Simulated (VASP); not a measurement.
# TaSi2 (Amm2) in VASP: relaxation of cell and atoms with PBE

Aim: the relaxation of cell and atoms of TaSi2 with PBE.

All numbers are computed with VASP 6.6.1; they aren't measurements. Logs are shortened: lines on timing, memory, paths and dates and some standing lists are left out, and cuts for length are marked.

## 1. The cell of the first run

Symmetry: Amm2, No. 38, orthorhombic system. The conventional cell has a = 6.315 Å, b = 3.162 Å, c = 4.954 Å, α = 90.00°, β = 90.00°, γ = 90.00°. Ta (site symmetry mm2) has 6 Si at 2.63 to 2.65 Å and 6 Ta at 2.94 to 3.16 Å within 3.5 Å. Si (site symmetry m) has 7 Si at 2.34 to 3.16 Å and 3 Ta at 2.63 to 2.65 Å within 3.2 Å.

## 2. Relaxation of cell and atoms, PBE

File INCAR:

```
ALGO = Normal ; EDIFF = 1E-6
EDIFFG = -0.01 ; ENCUT = 600
GGA = PE ; IBRION = 2
ISIF = 3 ; ISMEAR = 0
LASPH = True ; LCHARG = False
LREAL = False ; LWAVE = False
NELM = 80 ; NSW = 100
PREC = Accurate ; SIGMA = 0.1
```

File KPOINTS:

```
k-points
0
Gamma
  8 18 18
```

File POSCAR:

```
TaSi2
1.0
    6.3149288709      0.0000000000      0.0000000000
    0.0000000000      1.5808744509      2.4770952977
    0.0000000000     -1.5808744509      2.4770952977
Ta Si
1 2
Direct
    0.0000000000      0.6776842422      0.6776842422
    0.3150422707      0.3316110370      0.3316110370
    0.6849577293      0.3316110370      0.3316110370
```

Potentials or basis: VASP PAW PBE potentials, release 64 (Ta_pv, Si).

Command:

```
$ cat potpaw_PBE.64/Ta_pv/POTCAR potpaw_PBE.64/Si/POTCAR > POTCAR
$ mpirun -np 1 vasp_std > vasp.out
```

OUTCAR:

```text
EDIFF = 1E-6
   EDIFFG = -0.01
   ENCUT = 600
   GGA = PE
   IBRION = 2
   ISIF = 3
   ISMEAR = 0
   LASPH = True
   LREAL = False
   NELM = 80
   NSW = 100
   PREC = Accurate

 ion  position               nearest neighbor table
   1  0.000  0.678  0.678-   2 2.63   3 2.63   2 2.65   3 2.65   2 2.65   3 2.65
   2  0.315  0.332  0.332-   3 2.34   1 2.63   1 2.65   1 2.65
   3  0.685  0.332  0.332-   2 2.34   1 2.63   1 2.65   1 2.65

  LATTYP: Found a base centered orthorhombic cell.
 ALAT       =     3.1617489018
 B/A-ratio  =     1.5669146252
 C/A-ratio  =     1.9972898124

  Lattice vectors:

 A1 = (   0.0000000000,   1.5808744509,  -2.4770952977)
 A2 = (   0.0000000000,   1.5808744509,   2.4770952977)
 A3 = (   6.3149288709,   0.0000000000,   0.0000000000)

Analysis of symmetry for initial positions (statically):
=====================================================================
 Subroutine PRICEL returns:
 Original cell was already a primitive cell.

 Routine SETGRP: Setting up the symmetry group for a
 base centered orthorhombic supercell.

 Subroutine GETGRP returns: Found  4 space group operations
 (whereof  4 operations were pure point group operations)
 out of a pool of  8 trial point group operations.

The static configuration has the point symmetry C_2v.

Analysis of symmetry for dynamics (positions and initial velocities):
=====================================================================
 Subroutine PRICEL returns:
 Original cell was already a primitive cell.

 Routine SETGRP: Setting up the symmetry group for a
 base centered orthorhombic supercell.

 Subroutine GETGRP returns: Found  4 space group operations
 (whereof  4 operations were pure point group operations)
 out of a pool of  8 trial point group operations.

The dynamic configuration has the point symmetry C_2v.

 Subroutine INISYM returns: Found  4 space group operations
 (whereof  4 operations are pure point group operations),
 and found     1 'primitive' translations

----------------------------------------------------------------------------------------

                                     Primitive cell

  volume of cell :      49.4582

  direct lattice vectors                    reciprocal lattice vectors
     6.314928871  0.000000000  0.000000000     0.158354911  0.000000000  0.000000000
     0.000000000  1.580874451  2.477095298     0.000000000  0.316280651  0.201849319
[... 123 lines left out ...]
 maximum number of plane-waves:      1676
   NGX = 25   NGY = 11   NGZ = 11

--------------------------------------- Ionic step        1  -------------------------------------------

 number of electron      18.9999997 magnetization

 Free energy of the ion-electron system (eV)
  ---------------------------------------------------
  ext. energy  EPLUGINS =         0.00000000
  ---------------------------------------------------
  free energy    TOTEN  =       -22.77167274 eV

  energy without entropy =      -22.76446282  energy(sigma->0) =      -22.76806778

------------------------ aborting loop because EDIFF is reached ----------------------------------------

  FORCE on cell =-STRESS in cart. coord.  units (eV):
  Direction    XX          YY          ZZ          XY          YZ          ZX
  --------------------------------------------------------------------------------------
  -------------------------------------------------------------------------------------
  Total        0.1350190      0.3021490     -0.4257557      0.0000000      0.0000000      0.0000000
  in kB        4.3738805      9.7879834    -13.7921661      0.0000000      0.0000000      0.0000000
  external PRESSURE =       0.1232326 kB  Pullay stress =       0.0000000 kB
[... 92 lines left out ...]
  FREE ENERGIE OF THE ION-ELECTRON SYSTEM (eV)
  ---------------------------------------------------
  free  energy   TOTEN  =       -22.7768440066 eV

  energy  without entropy=      -22.7695157659  energy(sigma->0) =      -22.77317989

[... ionic steps 4 to 10 ...]

--------------------------------------- Ionic step       11  -------------------------------------------

 number of electron      18.9999999 magnetization

------------------------ aborting loop because EDIFF is reached ----------------------------------------
[... 69 lines left out ...]
--------------------------------------- Ionic step       13  -------------------------------------------

 number of electron      18.9999999 magnetization

 Free energy of the ion-electron system (eV)
  ---------------------------------------------------
  ext. energy  EPLUGINS =         0.00000000
  ---------------------------------------------------
  free energy    TOTEN  =       -22.78157343 eV

  energy without entropy =      -22.77465461  energy(sigma->0) =      -22.77811402

 E-fermi :   7.9344     XC(G=0): -11.3932

 val. band max:        7.9328150734   @ k =   0.1250  -0.3889   0.3889
 cond. band min:       7.9362190945   @ k =   0.1250   0.2222   0.2222
 fundamental gap:      0.0034040211
 Fermi energy:         7.9344311906

 k-point     1 :       0.0000    0.0000    0.0000
  band No.  band energies     occupation
      1     -26.5655      2.00000
      2     -26.1384      2.00000
      3     -25.9726      2.00000
      4      -4.5468      2.00000
      5      -0.9635      2.00000
      6       0.5525      2.00000
      7       5.8006      2.00000
      8       6.6515      2.00000
      9       9.2561      0.00000
     10       9.4113      0.00000
     11      10.3652      0.00000
     12      10.8095      0.00000
     13      13.0700      0.00000
[... 354 lines left out ...]
  band No.  band energies     occupation
      1     -26.5171      2.00000
      2     -26.4048      2.00000
      3     -26.0651      2.00000
      4      -3.1226      2.00000
      5      -1.5940      2.00000
      6       3.4695      2.00000
      7       4.9496      2.00000
      8       6.0615      2.00000
      9       6.9625      2.00000
     10       9.3925      0.00000
     11       9.7969      0.00000
     12      10.1986      0.00000
     13      11.0062      0.00000

 [... further k-points ...]

------------------------ aborting loop because EDIFF is reached ----------------------------------------

  FORCE on cell =-STRESS in cart. coord.  units (eV):
  Direction    XX          YY          ZZ          XY          YZ          ZX
  --------------------------------------------------------------------------------------
  -------------------------------------------------------------------------------------
  Total        0.0013210      0.0092458     -0.0049620      0.0000000      0.0000000      0.0000000
  in kB        0.0427612      0.2992822     -0.1606164      0.0000000      0.0000000      0.0000000
  external PRESSURE =       0.0604756 kB  Pullay stress =       0.0000000 kB
[... 18 lines left out ...]
  FREE ENERGIE OF THE ION-ELECTRON SYSTEM (eV)
  ---------------------------------------------------
  free  energy   TOTEN  =       -22.7815734316 eV

  energy  without entropy=      -22.7746546084  energy(sigma->0) =      -22.77811402

 reached required accuracy - stopping structural energy minimisation
```

CONTCAR:

```text
TaSi2
   1.00000000000000
     6.2978417889160552    0.0000000000000000    0.0000000000000000
     0.0000000000000000    1.6162924951822051    2.4312653107839783
     0.0000000000000000   -1.6162924951822051    2.4312653107839783
  Ta              Si
     1     2
Direct
     0.0000000000000000    0.6859130124504975    0.6859130124504975
     0.3144931488636850    0.3274966518747539    0.3274966518747539
     0.6855068511363153    0.3274966518747539    0.3274966518747539

  0.00000000E+00  0.00000000E+00  0.00000000E+00
  0.00000000E+00  0.00000000E+00  0.00000000E+00
  0.00000000E+00  0.00000000E+00  0.00000000E+00
```

Run time: 9.9 min. Hardware: 1 thread of Intel Xeon 6975P-C (Granite Rapids), shared host; peak memory 0.51 GiB.

What came out:

```
Free energy                           : -22.7816 eV
Relaxed volume                        : 16.50 Å³/atom
Relaxed cell                          : a = 6.298 Å, b = 2.919 Å, c = 2.919 Å, α = 67.23°, β = 90.00°, γ = 90.00°
Space group after relaxing (to 0.1 Å) : Amm2 (No. 38)
Energy gained by relaxing             : 3.3 meV/atom
Ionic steps                           : 13
Pressure after relaxing               : 0.0 GPa
Band gap on the k mesh                : zero (an odd number of electrons rules out a gap without spin polarisation)
```

Step by step:
| step | energy change (eV) | largest force (eV/Å) | pressure (GPa) | volume (Å³) |
| --- | --- | --- | --- | --- |
| 1 | 0.0000 | 0.0668 | 0.01 | 49.46 |
| 2 | -0.0039 | 0.0801 | -0.19 | 49.47 |
| 3 | -0.0052 | 0.0914 | -0.36 | 49.47 |
| 4 | -0.0067 | 0.1115 | 0.79 | 49.19 |
| 5 | -0.0068 | 0.1086 | 0.63 | 49.23 |
| 6 | -0.0086 | 0.0844 | 0.20 | 49.43 |
| 7 | -0.0090 | 0.0645 | -0.16 | 49.59 |
| 8 | -0.0097 | 0.0332 | -0.08 | 49.56 |
| 9 | -0.0097 | 0.0423 | -0.08 | 49.56 |
| 10 | -0.0099 | 0.0141 | 0.06 | 49.49 |
| 11 | -0.0099 | 0.0063 | 0.10 | 49.47 |
| 12 | -0.0099 | 0.0128 | -0.12 | 49.53 |
| 13 | -0.0099 | 0.0018 | 0.01 | 49.50 |

Final structure:
```cif
data_structure
_symmetry_space_group_name_H-M 'P 1'
_symmetry_Int_Tables_number 1
_cell_length_a 6.2978
_cell_length_b 2.9195
_cell_length_c 2.9195
_cell_angle_alpha 67.232
_cell_angle_beta 90.000
_cell_angle_gamma 90.000
_cell_volume 49.50
loop_
_atom_site_label
_atom_site_type_symbol
_atom_site_fract_x
_atom_site_fract_y
_atom_site_fract_z
_atom_site_occupancy
Ta1 Ta 0.00000 0.68591 0.68591 1
Si1 Si 0.31449 0.32750 0.32750 1
Si2 Si 0.68551 0.32750 0.32750 1
```

Caveat: spin-orbit coupling is left out, which moves the levels of the heavy elements.
